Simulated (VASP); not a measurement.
# HfN: electric field gradients with PBE

HfN:

```
CELL_PARAMETERS angstrom
0.00000 2.23641 2.25900
2.23641 0.00000 2.25900
2.23641 2.23641 0.00000
ATOMIC_POSITIONS crystal
Hf 0.00000 0.00000 0.00000
N 0.50000 0.50000 0.50000
```

This cell differs from its parent crystal: equal xx and yy strain of -1 %.

```json
{
  "Program": "VASP 6.6.1",
  "Task": "electric field gradients",
  "Functional": "PBE",
  "Potentials or basis": "VASP PAW PBE potentials, release 64 (Hf_pv, N)",
  "Cutoff": "520 eV",
  "k mesh": "10 × 10 × 10",
  "Occupations": "fermi-dirac, width 0.03 eV",
  "Spin": "no spin polarisation",
  "Dipole correction": "no",
  "Further INCAR settings": "ALGO = Normal; EDIFF = 1e-08; NBANDS = 14"
}
```

* Pressure: 9.1 GPa

Stress tensor (GPa, compression positive):
```
10.58  0.00  0.00
 0.00 10.58  0.00
 0.00  0.00  6.03
```

Levels at points of the mesh, in eV from the Fermi level:
| k point | band 4 | band 5 | band 6 | band 7 | band 8 | band 9 | band 10 | band 11 | band 12 | band 13 |
| --- | --- | --- | --- | --- | --- | --- | --- | --- | --- | --- |
| (0.00, 0.00, 0.00) | -17.67 | -3.13 | -3.08 | -3.08 | -0.47 | -0.35 | -0.35 | 1.74 | 2.06 | 2.12 |
| (0.50, 0.00, 0.00) | -14.83 | -9.04 | -6.33 | -6.32 | 3.33 | 3.74 | 3.81 | 4.50 | 8.91 | 9.17 |
| (0.50, 0.50, 0.00) | -16.58 | -5.52 | -3.92 | -3.71 | -3.71 | 4.17 | 5.65 | 5.65 | 5.80 | 8.16 |
| (0.50, 0.00, 0.50) | -16.57 | -5.41 | -3.94 | -3.79 | -3.74 | 4.16 | 5.57 | 5.72 | 5.81 | 8.27 |

Electric field gradients, principal values (V/Å²):
| atom | least | middle | greatest (by size) |
| --- | --- | --- | --- |
| 1 Hf | -19.320 | -19.321 | 38.642 |
| 2 N | -1.911 | -1.913 | 3.824 |

Run time: 53 s on 1 thread of Intel Xeon 8259CL (shared host), peak memory 0.16 GiB.

Caveat: the cell differs from its parent crystal (equal xx and yy strain of -1 %); without QUAD_EFG the Cq values of the log hold for a quadrupole moment of 1 mb, not for the nuclei; spin-orbit coupling is left out, which moves the levels of the heavy elements.
